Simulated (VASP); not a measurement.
# Si (P6_3/mmc) in VASP: a series of runs

The runs below take Si through single point, with r2SCAN.

All numbers are computed with VASP 6.6.1; they aren't measurements. Logs are shortened: lines on timing, memory, paths and dates and some standing lists are left out, and cuts for length are marked.

## 1. The cell of the first run

The structure is hexagonal, space group P6_3/mmc (No. 194). The conventional cell has a = 3.820 Å, b = 3.820 Å, c = 6.320 Å, α = 90.00°, β = 90.00°, γ = 120.00°. Si (site symmetry 3m) has 4 Si at 2.34 to 2.36 Å within 3.1 Å.

## 2. Single point, r2SCAN

Contents of POSCAR:

```
Si
1.0
    3.8200000000      0.0000000000      0.0000000000
   -1.9100000000      3.3082170425      0.0000000000
    0.0000000000      0.0000000000      6.3200000000
Si
4
Direct
    0.3333333333      0.6666666667      0.0000000000
    0.6666666667      0.3333333333      0.5000000000
    0.3333333333      0.6666666667      0.3740000000
    0.6666666667      0.3333333333      0.8740000000
```

Contents of INCAR.step1:

```
PREC = Accurate
ENCUT = 520
ISMEAR = 0
SIGMA = 0.1
LREAL = False
LASPH = True
NELM = 60
NBANDS = 16
GGA = PE
ALGO = Normal
EDIFF = 1E-4
LWAVE = True
LCHARG = False
```

Contents of INCAR.step2:

```
PREC = Accurate
ENCUT = 520
EDIFF = 1E-7
ISMEAR = 0
SIGMA = 0.1
LREAL = False
LASPH = True
NELM = 60
ALGO = Normal
ISIF = 2
LWAVE = False
LCHARG = False
METAGGA = R2SCAN
LMIXTAU = True
NBANDS = 16
ISTART = 1
```

Contents of KPOINTS:

```
Automatic mesh
0
Gamma
  6 6 4
```

Potentials or basis: VASP PAW PBE potentials, release 64 (Si).

On the command line:

```sh
$ cat potpaw_PBE.64/Si/POTCAR > POTCAR
$ cp INCAR.step1 INCAR
$ mpirun -np 1 vasp_std > vasp.out
$ cp INCAR.step2 INCAR
$ mpirun -np 1 vasp_std > vasp.out
```

OUTCAR:

```text
PREC = Accurate
   ENCUT = 520
   EDIFF = 1E-7
   ISMEAR = 0
   LREAL = False
   LASPH = True
   NELM = 60
   ISIF = 2
   METAGGA = R2SCAN
   ISTART = 1

 ion  position               nearest neighbor table
   1  0.333  0.667  0.000-   4 2.34   4 2.34   4 2.34   3 2.36
   2  0.667  0.333  0.500-   3 2.34   3 2.34   3 2.34   4 2.36
   3  0.333  0.667  0.374-   2 2.34   2 2.34   2 2.34   1 2.36
   4  0.667  0.333  0.874-   1 2.34   1 2.34   1 2.34   2 2.36

  LATTYP: Found a hexagonal cell.
 ALAT       =     3.8200000000
 C/A-ratio  =     1.6544502618

  Lattice vectors:

 A1 = (   3.8200000000,   0.0000000000,   0.0000000000)
 A2 = (  -1.9100000000,   3.3082170425,   0.0000000000)
 A3 = (   0.0000000000,   0.0000000000,   6.3200000000)

Analysis of symmetry for initial positions (statically):
=====================================================================
 Subroutine PRICEL returns:
 Original cell was already a primitive cell.

 Routine SETGRP: Setting up the symmetry group for a
 hexagonal supercell.

 Subroutine GETGRP returns: Found 24 space group operations
 (whereof  6 operations were pure point group operations)
 out of a pool of 24 trial point group operations.

The static configuration has the point symmetry C_3v.
 The point group associated with its full space group is D_6h.

Analysis of symmetry for dynamics (positions and initial velocities):
=====================================================================
 Subroutine PRICEL returns:
 Original cell was already a primitive cell.

 Routine SETGRP: Setting up the symmetry group for a
 hexagonal supercell.

 Subroutine GETGRP returns: Found 24 space group operations
 (whereof  6 operations were pure point group operations)
 out of a pool of 24 trial point group operations.

The dynamic configuration has the point symmetry C_3v.
 The point group associated with its full space group is D_6h.

 Subroutine INISYM returns: Found 24 space group operations
 (whereof  6 operations are pure point group operations),
 and found     1 'primitive' translations

----------------------------------------------------------------------------------------

                                     Primitive cell

  volume of cell :      79.8683

  direct lattice vectors                    reciprocal lattice vectors
[... 87 lines left out ...]
   EDIFF  = 0.1E-06   stopping-criterion for ELM
   LREAL  =      F    real-space projection
   EDIFFG = 0.1E-05   stopping-criterion for IOM
   NSW    =      0    number of steps for IOM
   IBRION =     -1    ionic relax: 0-MD 1-quasi-New 2-CG
   NFREE  =      0    steps in history (QN), initial steepest desc. (CG)
   ISIF   =      2    stress and relaxation
   ISYM   =      2    0-nonsym 1-usesym 2-fastsym
   POTIM  = 0.5000    time-step for ionic-motion
   TEBEG  =    0.0;   TEEND  =   0.0 temperature during run
   PSTRESS=    0.0 pullay stress
   NELECT =      16.0000    total number of electrons
   NUPDOWN=      -1.0000    fix difference up-down
   EMIN   =  10.00;   EMAX   =-10.00  energy-range for DOS
   EFERMI =   0.00;   METHOD = LEGACY
   ISMEAR =     0;   SIGMA  =   0.10  broadening in eV -4-tet -1-fermi 0-gaus
   EFERMI_NEDOS =   21; number of points for ismear=-14 and -15
   IALGO  =     38    algorithm
   IMIX   =      4    mixing-type and parameters
     AMIX     =   0.40;   BMIX     =  1.00
     AMIX_MAG =   1.60;   BMIX_MAG =  1.00
  volume/ion in A,a.u.               =      19.97       134.74
  Fermi-wavevector in a.u.,A,eV,Ry     =   0.957907  1.810182 12.484513  0.917586
  Thomas-Fermi vector in A             =   2.086967
   LORBIT       =      0    0 simple, 1 ext, 2 COOP (PROOUT), +10 PAW based schemes
   METAGGA = R2SCAN    functional components
   LHFCALC =     F    Hartree Fock is set to
   AEXX    =    0.0000 exact exchange contribution
   IVDW    =     0    specifies the selected vdW correction
   LEPSILON=     F    determine dielectric tensor
   LRPA    =     F    only Hartree local field effects (RPA)
 non-spin polarized calculation
 Gauss-broadening in eV      SIGMA  =   0.10
  energy-cutoff  :      520.00
  volume of cell :       79.87
 maximum number of plane-waves:      2175
   NGX = 15   NGY = 15   NGZ = 23

 number of electron      15.9999999 magnetization

 Free energy of the ion-electron system (eV)
  ---------------------------------------------------
  ext. energy  EPLUGINS =         0.00000000
  ---------------------------------------------------
  free energy    TOTEN  =       -35.02364663 eV

  energy without entropy =      -35.02364641  energy(sigma->0) =      -35.02364652

 E-fermi :   6.3396     XC(G=0):  -9.8597

 val. band max:        6.0419094441   @ k =   0.0000   0.0000   0.0000
 cond. band min:       6.6437387090   @ k =   0.5000   0.0000   0.0000
 fundamental gap:      0.6018292649
 Fermi energy:         6.3396185521

 k-point     1 :       0.0000    0.0000    0.0000
  band No.  band energies     occupation
      1      -6.7905      2.00000
      2      -4.3743      2.00000
      3      -1.5273      2.00000
      4       4.4230      2.00000
      5       4.4230      2.00000
      6       5.6658      2.00000
[... 376 lines left out ...]
      3      -1.7240      2.00000
      4      -1.7240      2.00000
      5       1.3185      2.00000
      6       1.3185      2.00000
[... 8 lines left out ...]
     15      12.7420      0.00000
     16      12.7420      0.00000

------------------------ aborting loop because EDIFF is reached ----------------------------------------

  FORCE on cell =-STRESS in cart. coord.  units (eV):
  Direction    XX          YY          ZZ          XY          YZ          ZX
  --------------------------------------------------------------------------------------
  -------------------------------------------------------------------------------------
  Total        0.4318004      0.4318004      0.3140708      0.0000000     -0.0000000      0.0000000
  in kB        8.6620204      8.6620204      6.3003361      0.0000000     -0.0000000      0.0000000
  external PRESSURE =       7.8747923 kB  Pullay stress =       0.0000000 kB

 VOLUME and BASIS-vectors are now :
 -----------------------------------------------------------------------------
  energy-cutoff  :      520.00
  volume of cell :       79.87
      direct lattice vectors                 reciprocal lattice vectors
     3.820000000  0.000000000  0.000000000     0.261780105  0.151138814  0.000000000
    -1.910000000  3.308217042  0.000000000     0.000000000  0.302277628  0.000000000
     0.000000000  0.000000000  6.320000000     0.000000000  0.000000000  0.158227848

 POSITION                                       TOTAL-FORCE (eV/Angst)
 -----------------------------------------------------------------------------------
     -0.00000      2.20548      0.00000         0.000000     -0.000000      0.003533
      1.91000      1.10274      3.16000        -0.000000      0.000000      0.003533
     -0.00000      2.20548      2.36368         0.000000     -0.000000     -0.003533
      1.91000      1.10274      5.52368        -0.000000      0.000000     -0.003533
 -----------------------------------------------------------------------------------
    total drift:                               -0.000000      0.000000      0.000392

  FREE ENERGIE OF THE ION-ELECTRON SYSTEM (eV)
  ---------------------------------------------------
  free  energy   TOTEN  =       -35.0236466331 eV

  energy  without entropy=      -35.0236464092  energy(sigma->0) =      -35.02364652
```

OSZICAR.step1:

```text
N       E                     dE             d eps       ncg     rms          rms(c)
DAV:   1     0.259795818914E+02    0.25980E+02   -0.60455E+03   672   0.827E+02
DAV:   2    -0.201557535553E+02   -0.46135E+02   -0.42114E+02   904   0.121E+02
DAV:   3    -0.219697769922E+02   -0.18140E+01   -0.18023E+01   856   0.227E+01
DAV:   4    -0.219906216278E+02   -0.20845E-01   -0.20841E-01   872   0.314E+00
DAV:   5    -0.219909888187E+02   -0.36719E-03   -0.36712E-03   880   0.390E-01    0.694E+00
DAV:   6    -0.217325460791E+02    0.25844E+00   -0.10430E-01   768   0.153E+00    0.424E+00
DAV:   7    -0.216142712559E+02    0.11827E+00   -0.22078E-01   784   0.232E+00    0.251E-01
DAV:   8    -0.216166116942E+02   -0.23404E-02   -0.15777E-02   808   0.632E-01    0.108E-01
DAV:   9    -0.216171153377E+02   -0.50364E-03   -0.64578E-04   872   0.147E-01    0.832E-02
DAV:  10    -0.216172421001E+02   -0.12676E-03   -0.13735E-04   744   0.592E-02    0.127E-02
DAV:  11    -0.216172446068E+02   -0.25067E-05   -0.58851E-06   440   0.143E-02
   1 F= -.21617245E+02 E0= -.21617228E+02  d E =-.327123E-04
```

Run time: 48 s. Hardware: 1 thread of AMD EPYC 9R45 (Zen 5), shared host; peak memory 0.16 GiB.

What came out:

```
Free energy            : -35.0236 eV
Pressure               : 0.8 GPa
Largest force          : 0.004 eV/Å
Band gap on the k mesh : 0.60 eV, indirect (least direct gap 1.40 eV)
```

Forces in eV/Å, atoms in the order of the input:
```
Si   0.000  0.000  0.004
Si   0.000  0.000  0.004
Si   0.000  0.000 -0.004
Si   0.000  0.000 -0.004
```

Stress tensor (GPa, compression positive):
```
0.87 0.00 0.00
0.00 0.87 0.00
0.00 0.00 0.63
```

Levels at points of the mesh, in eV from the valence-band top:
```
           k point  band 4  band 5  band 6  band 7  band 8  band 9  band 10  band 11  band 12  band 13
(0.00, 0.00, 0.00)   -1.62   -1.62   -0.38    0.00    0.00    1.40     2.17     2.17     2.56     4.20
(0.50, 0.00, 0.00)   -6.25   -4.91   -3.25   -3.13   -1.54    0.60     2.66     3.23     3.34     4.81
(0.00, 0.00, 0.50)   -4.42   -0.99   -0.99   -0.99   -0.99    2.18     2.18     3.20     3.20     3.20
(0.50, 0.00, 0.50)   -7.61   -2.60   -2.60   -2.58   -2.58    1.15     1.15     1.88     1.88     6.02
```

Caveat: the PAW data sets were made with another functional, which shifts forces and pressure a little. r2SCAN opens gaps a little over a GGA but as a rule still falls short of measured ones.

## 3. Single point, r2SCAN

This run uses another cell than the first one, of 20.16 Å³/atom, 1.010 times its volume.

Contents of POSCAR:

```
Si
1.0
    3.8320446697      0.0000000000      0.0000000000
   -1.9160223349      3.3186480324      0.0000000000
    0.0000000000      0.0000000000      6.3415502454
Si
4
Direct
    0.3333333333      0.6666666667      0.0000652499
    0.6666666667      0.3333333333      0.5000652499
    0.3333333333      0.6666666667      0.3739347501
    0.6666666667      0.3333333333      0.8739347501
```

Contents of INCAR.step1:

```
  ALGO = Normal
  EDIFF = 1E-4
  ENCUT = 520
  GGA = PE
  ISMEAR = 0
  LASPH = True
  LCHARG = False
  LREAL = False
  LWAVE = True
  NBANDS = 16
  NELM = 60
  PREC = Accurate
  SIGMA = 0.02
```

Contents of INCAR.step2:

```
  ALGO = Normal
  EDIFF = 1E-6
  ENCUT = 520
  ISIF = 2
  ISMEAR = 0
  ISTART = 1
  LASPH = True
  LCHARG = False
  LMIXTAU = True
  LREAL = False
  LWAVE = False
  METAGGA = R2SCAN
  NBANDS = 16
  NELM = 60
  PREC = Accurate
  SIGMA = 0.02
```

Contents of KPOINTS:

```
k-points
0
Gamma
  9 9 6
```

Potentials or basis: VASP PAW PBE potentials, release 64 (Si).

On the command line:

```sh
$ cat potpaw_PBE.64/Si/POTCAR > POTCAR
$ cp INCAR.step1 INCAR
$ mpirun -np 1 vasp_std > vasp.out
$ cp INCAR.step2 INCAR
$ mpirun -np 1 vasp_std > vasp.out
```

OUTCAR:

```text
EDIFF = 1E-6
   ENCUT = 520
   ISIF = 2
   ISMEAR = 0
   ISTART = 1
   LASPH = True
   LREAL = False
   METAGGA = R2SCAN
   NELM = 60
   PREC = Accurate

 ion  position               nearest neighbor table
   1  0.333  0.667  0.000-   4 2.35   4 2.35   4 2.35   3 2.37
   2  0.667  0.333  0.500-   3 2.35   3 2.35   3 2.35   4 2.37
   3  0.333  0.667  0.374-   2 2.35   2 2.35   2 2.35   1 2.37
   4  0.667  0.333  0.874-   1 2.35   1 2.35   1 2.35   2 2.37

  LATTYP: Found a hexagonal cell.
 ALAT       =     3.8320446697
 C/A-ratio  =     1.6548737794

  Lattice vectors:

 A1 = (   3.8320446697,   0.0000000000,   0.0000000000)
 A2 = (  -1.9160223349,   3.3186480324,   0.0000000000)
 A3 = (   0.0000000000,   0.0000000000,   6.3415502454)

Analysis of symmetry for initial positions (statically):
=====================================================================
 Subroutine PRICEL returns:
 Original cell was already a primitive cell.

 Routine SETGRP: Setting up the symmetry group for a
 hexagonal supercell.

 Subroutine GETGRP returns: Found 24 space group operations
 (whereof  6 operations were pure point group operations)
 out of a pool of 24 trial point group operations.

The static configuration has the point symmetry C_3v.
 The point group associated with its full space group is D_6h.

Analysis of symmetry for dynamics (positions and initial velocities):
=====================================================================
 Subroutine PRICEL returns:
 Original cell was already a primitive cell.

 Routine SETGRP: Setting up the symmetry group for a
 hexagonal supercell.

 Subroutine GETGRP returns: Found 24 space group operations
 (whereof  6 operations were pure point group operations)
 out of a pool of 24 trial point group operations.

[... 118 lines left out ...]
   EMIN   =  10.00;   EMAX   =-10.00  energy-range for DOS
   EFERMI =   0.00;   METHOD = LEGACY
   ISMEAR =     0;   SIGMA  =   0.02  broadening in eV -4-tet -1-fermi 0-gaus
   EFERMI_NEDOS =   21; number of points for ismear=-14 and -15
   IALGO  =     38    algorithm
   IMIX   =      4    mixing-type and parameters
     AMIX     =   0.40;   BMIX     =  1.00
     AMIX_MAG =   1.60;   BMIX_MAG =  1.00
  volume/ion in A,a.u.               =      20.16       136.06
  Fermi-wavevector in a.u.,A,eV,Ry     =   0.954815  1.804338 12.404038  0.911671
  Thomas-Fermi vector in A             =   2.083596
   LORBIT       =      0    0 simple, 1 ext, 2 COOP (PROOUT), +10 PAW based schemes
   METAGGA = R2SCAN    functional components
   LHFCALC =     F    Hartree Fock is set to
   AEXX    =    0.0000 exact exchange contribution
   IVDW    =     0    specifies the selected vdW correction
   LEPSILON=     F    determine dielectric tensor
   LRPA    =     F    only Hartree local field effects (RPA)
 non-spin polarized calculation
 Gauss-broadening in eV      SIGMA  =   0.02
  energy-cutoff  :      520.00
  volume of cell :       80.65
 maximum number of plane-waves:      2208
 NGX is ok and might be reduce to    30
   NGX = 15   NGY = 15   NGZ = 23

 number of electron      16.0000000 magnetization

 Free energy of the ion-electron system (eV)
  ---------------------------------------------------
  ext. energy  EPLUGINS =         0.00000000
  ---------------------------------------------------
  free energy    TOTEN  =       -35.04708108 eV

  energy without entropy =      -35.04708108  energy(sigma->0) =      -35.04708108

 E-fermi :   6.0461     XC(G=0):  -9.8230

 val. band max:        5.9374266830   @ k =   0.0000   0.0000   0.0000
 cond. band min:       6.5992561651   @ k =   0.4444   0.0000   0.0000
 fundamental gap:      0.6618294821
 Fermi energy:         6.0461034441

 k-point     1 :       0.0000    0.0000    0.0000
  band No.  band energies     occupation
      1      -6.8231      2.00000
      2      -4.4325      2.00000
      3      -1.5836      2.00000
      4       4.3348      2.00000
      5       4.3348      2.00000
      6       5.5590      2.00000
[... 433 lines left out ...]
      3      -1.1540      2.00000
      4      -1.1540      2.00000
      5       0.6201      2.00000
      6       2.2313      2.00000
[... 8 lines left out ...]
     15      13.4460      0.00000
     16      13.6109      0.00000

 [... further k-points ...]
[... 5 lines left out ...]
  --------------------------------------------------------------------------------------
  -------------------------------------------------------------------------------------
  Total       -0.1085393     -0.1085393     -0.1218265      0.0000000     -0.0000000     -0.0000000
  in kB       -2.1563064     -2.1563064     -2.4202765      0.0000000     -0.0000000     -0.0000000
  external PRESSURE =      -2.2442964 kB  Pullay stress =       0.0000000 kB

 VOLUME and BASIS-vectors are now :
 -----------------------------------------------------------------------------
  energy-cutoff  :      520.00
  volume of cell :       80.65
      direct lattice vectors                 reciprocal lattice vectors
     3.832044670  0.000000000  0.000000000     0.260957292  0.150663763  0.000000000
    -1.916022335  3.318648032  0.000000000     0.000000000  0.301327526  0.000000000
     0.000000000  0.000000000  6.341550245     0.000000000  0.000000000  0.157690149

 POSITION                                       TOTAL-FORCE (eV/Angst)
 -----------------------------------------------------------------------------------
     -0.00000      2.21243      0.00041         0.000000      0.000000     -0.001200
      1.91602      1.10622      3.17119        -0.000000      0.000000     -0.001200
     -0.00000      2.21243      2.37133        -0.000000     -0.000000      0.001200
      1.91602      1.10622      5.54210        -0.000000      0.000000      0.001200
 -----------------------------------------------------------------------------------
    total drift:                               -0.000000      0.000000      0.000411

  FREE ENERGIE OF THE ION-ELECTRON SYSTEM (eV)
  ---------------------------------------------------
  free  energy   TOTEN  =       -35.0470810809 eV

  energy  without entropy=      -35.0470810809  energy(sigma->0) =      -35.04708108
```

Run time: 96 s. Hardware: 1 thread of AMD EPYC 9R45 (Zen 5), shared host; peak memory 0.19 GiB.

Results:

```
Free energy            : -35.0471 eV
Pressure               : -0.2 GPa
Band gap on the k mesh : 0.66 eV, indirect (least direct gap 1.38 eV)
```

Caveat: the PAW data sets were made with another functional, which shifts forces and pressure a little. A k mesh can miss the band edges.
